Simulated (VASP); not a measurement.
Runs of VASP 6.6.1 on BN (zinc blende). The structure is that of space group F-43m (No. 216), or close to it. The cells are those of the table. 

```csv
task,cell,gap on the mesh (eV),pressure (GPa)
single point,"a = 2.464 Å, angles 60.0°, 2 atoms",4.47,38.8
single point,"a = 2.373 Å, angles 60.0°, 2 atoms",4.58,(b)
single point,"a = 2.582 Å, angles 60.0°, 2 atoms",4.31,(a)
single point,"a = 2.344 Å, angles 60.0°, 2 atoms",4.62,142.5
```

Alike in all rows: level LDA; potentials or basis VASP PAW LDA potentials, release 64 (B, N); no spin polarisation; k mesh 10 × 10 × 10; cutoff (eV) 600; smearing gaussian 0.01 eV.

Problem. Estimate the missing entries.

Solution. (a) -20.6; (b) 112.4.

A k mesh can miss the band edges.
